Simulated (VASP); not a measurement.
## Tm2GeF2: single point with PBE

The system is Tm2GeF2.

```
Tm Ge F
1.0
     4.08349   -0.00270   -0.00170
    -0.24675    6.37772    0.00635
    -0.16978   -0.14342    7.34072
Tm Ge F
4 2 4
Direct
  0.70228 0.77108 0.05804
  0.25949 0.74503 0.58594
  0.29772 0.22892 0.94196
  0.74051 0.25497 0.41406
  0.77216 0.03181 0.74816
  0.22784 0.96819 0.25184
  0.30427 0.56367 0.86173
  0.75531 0.58918 0.55172
  0.69573 0.43633 0.13827
  0.24469 0.41082 0.44828
```

| Item | Value |
| --- | --- |
| Program | VASP 6.6.1 |
| Task | single point |
| Functional | PBE |
| Potentials or basis | VASP PAW PBE potentials, release 64 (Tm_3, Ge_d, F), 4f in core |
| Cutoff | 600 eV |
| k mesh | 10 × 6 × 6 |
| Occupations | gaussian, width 0.02 eV |
| Spin | no spin polarisation |
| Dipole correction | no |
| Further INCAR settings | ALGO = Normal; EDIFF = 1e-06; NBANDS = 57 |

```
Pressure               : 0.2 GPa
Largest force          : 0.089 eV/Å
Band gap on the k mesh : 0.58 eV (least direct gap 0.99 eV)
```

Forces on the atoms (eV/Å):
```
Tm  -0.011  0.062 -0.025
Tm   0.023  0.039 -0.006
Tm   0.011 -0.062  0.025
Tm  -0.023 -0.039  0.006
Ge  -0.003  0.015  0.005
Ge   0.003 -0.015 -0.005
F    0.013  0.088 -0.008
F   -0.025 -0.023 -0.001
F   -0.013 -0.088  0.008
F    0.025  0.023  0.001
```

Stress tensor (GPa, compression positive):
```
 0.16  0.02 -0.01
 0.02  0.42 -0.07
-0.01 -0.07 -0.02
```

Levels at points of the mesh, in eV from the valence-band top:
| k point | band 43 | band 44 | band 45 | band 46 | band 47 | band 48 | band 49 | band 50 |
| --- | --- | --- | --- | --- | --- | --- | --- | --- |
| (0.00, 0.00, 0.00) | -0.80 | -0.51 | -0.14 | -0.04 | 1.15 | 1.59 | 1.98 | 2.28 |
| (0.50, 0.00, 0.00) | -1.48 | -1.16 | -0.94 | -0.84 | 1.48 | 1.53 | 2.07 | 2.33 |
| (0.00, 0.50, 0.00) | -0.73 | -0.47 | -0.16 | 0.00 | 1.54 | 1.56 | 2.10 | 2.49 |
| (0.50, 0.50, 0.00) | -1.40 | -1.13 | -0.98 | -0.81 | 1.44 | 1.61 | 1.98 | 2.00 |
| (0.00, 0.00, 0.50) | -1.54 | -1.03 | -0.11 | -0.09 | 1.40 | 1.77 | 1.78 | 2.06 |
| (0.50, 0.00, 0.50) | -0.99 | -0.90 | -0.62 | -0.36 | 0.70 | 0.76 | 2.66 | 3.20 |
| (0.00, 0.50, 0.50) | -1.52 | -1.41 | -0.17 | 0.00 | 1.42 | 2.05 | 2.17 | 2.45 |
| (0.50, 0.50, 0.50) | -0.97 | -0.81 | -0.68 | -0.41 | 0.58 | 0.69 | 2.62 | 3.08 |

It took 10 min on 4 MPI ranks on Intel(R) Xeon(R) Platinum 8375C CPU @ 2.90GHz (Ice Lake), on a shared host, peak memory 1.8 GiB a rank.

Caveat: spin-orbit coupling is left out, which moves the levels of the heavy elements; the 4f electrons are frozen in the core, so they carry no moment and show no levels. Spin polarisation is off, so any magnetic state and its effect on volume and gap are missing.
